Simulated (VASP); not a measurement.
Runs of VASP 6.6.1 on H2Os. The structure is that of space group P4/mmm (No. 123), or close to it. The cells are those of the table. The cell was generated, and may not be a known phase.

| task | cell | k mesh | cutoff (eV) | gap on the mesh (eV) | pressure (GPa) | relaxed volume (Å³/atom) |
| --- | --- | --- | --- | --- | --- | --- |
| relaxation of cell and atoms | relaxed from a = 2.567, b = 2.567, c = 3.528 Å, 3 atoms | 6 × 6 × 6 | 600 | none | -0.1 | (a) |
| single point | a = 2.579, b = 2.579, c = 3.488 Å, 3 atoms | 6 × 6 × 6 | 520 | none | 0.6 | - |
| relaxation of cell and atoms | relaxed from a = 2.579, b = 2.579, c = 3.488 Å, 3 atoms | 18 × 18 × 14 | 600 | none | -0.1 | (b) |
| single point | a = 2.583, b = 2.583, c = 3.471 Å, 3 atoms | 18 × 18 × 14 | 520 | none | 0.4 | - |
| single point | a = 2.434, b = 2.434, c = 4.412 Å, 3 atoms | 8 × 8 × 4 | 520 | none | -3.3 | - |
| relaxation of cell and atoms | relaxed from a = 2.434, b = 2.434, c = 4.412 Å, 3 atoms | 8 × 8 × 4 | 600 | none | 0.0 | 7.77 |
| single point | a = 2.567, b = 2.567, c = 3.528 Å, 3 atoms | 8 × 8 × 4 | 520 | none | 0.3 | - |

Alike in all rows: level PBE; potentials or basis VASP PAW PBE potentials, release 64 (H, Os); no spin polarisation; smearing gaussian 0.1 eV.

Question: Fill in the values left out.

Answer: (a) 7.76; (b) 7.74.

Caveats: some runs use coarse meshes; spin-orbit coupling is left out, which moves the levels of the heavy elements; the stress differs along the axes, from -29 to 10 GPa (at least some runs); a cell axis changed by over 15 % at a fixed basis, so the end point is rough (at least some runs).

A k mesh can miss the band edges, and the runs leave out spin-orbit coupling on Os.

A gap of «none» marks levels without a gap at the run's occupations.
